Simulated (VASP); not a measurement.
**InP: single point with r2SCAN**

Crystal: InP.

```xyz
2
Lattice="0.0000 2.8356 2.8356 2.8356 0.0000 2.8356 2.8356 2.8356 0.0000" Properties=species:S:1:pos:R:3 pbc="T T T"
In    0.0000    0.0000    0.0000
P     1.4178    1.4178    1.4178
```

This cell differs from its parent crystal: strain -4.0%.

```json
{
  "Program": "VASP 6.6.1",
  "Task": "single point",
  "Functional": "r2SCAN",
  "Potentials or basis": "VASP PAW PBE potentials, release 64 (In_d, P)",
  "Cutoff": "520 eV",
  "k mesh": "8 × 8 × 8",
  "Occupations": "fermi-dirac, width 0.02 eV",
  "Spin": "non-collinear spin, zero start, spin-orbit coupling",
  "Starting moments": "[[0.0, 0.0, 0.0], [0.0, 0.0, 0.0]] μB",
  "Dipole correction": "no",
  "Further INCAR settings": "ALGO = Normal; EDIFF = 1e-06; NBANDS = 30"
}
```

```
Pressure                                              : 10.8 GPa
Net moment                                            : 0.00 μB per cell
Valence electrons inside the program's atomic spheres : In 11.67; P 2.60
```

Moments on the atoms (μB; x, y, z):
```
In  0.00 0.00 0.00
P   0.00 0.00 0.00
```

It took 8 min on 1 thread of Intel(R) Xeon(R) Platinum 8488C (Sapphire Rapids) (shared host), peak memory 0.37 GiB.

Caveat: the cell differs from its parent crystal (strain -4.0%); the cell stands under pressure; the PAW data sets were made with another functional, which shifts forces and pressure a little.
